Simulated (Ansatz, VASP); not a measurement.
ScOs3: VASP beside Ansatz

```
Sc Os
1.0
     4.97051    0.00000    0.00000
     0.00000    4.97051    0.00000
     0.00000    0.00000    4.97051
Sc Os
2 6
Direct
  0.00000 0.00000 0.00000
  0.50000 0.50000 0.50000
  0.00000 0.50000 0.25000
  0.00000 0.50000 0.75000
  0.25000 0.00000 0.50000
  0.75000 0.00000 0.50000
  0.50000 0.75000 0.00000
  0.50000 0.25000 0.00000
```

Alike in both runs: task relaxation of cell and atoms; functional PBE; k mesh 4 × 4 × 4; occupations gaussian, width 0.1 eV; no spin polarisation.

```csv
,VASP,Ansatz
version,VASP 6.6.1,Ansatz 0.2.0
potentials or method,"VASP PAW PBE potentials, release 64 (Sc_sv, Os), cutoff 600 eV","scalar-relativistic, plane waves, PAW"
valence electrons in the cell,70,118
```

Ansatz gave:

```
gap on the k mesh at the Fermi level, each at its own relaxed structure (eV) : none
relaxed volume (Å³/atom)                                                     : 15.81
relaxed cell length with the largest relative difference (Å)                 : 5.020
```

Question: Estimate VASP's values.

Answer: gap on the k mesh at the Fermi level, each at its own relaxed structure (eV): none; relaxed volume (Å³/atom): 15.83; relaxed cell length with the largest relative difference (Å): 5.021.

A gap of «none» marks a metal or a gap that the smearing closes. VASP's potentials hold 70 valence electrons a cell and Ansatz's 118, so a difference there can come from the potentials and not from the codes.

Spin-orbit coupling is off throughout.
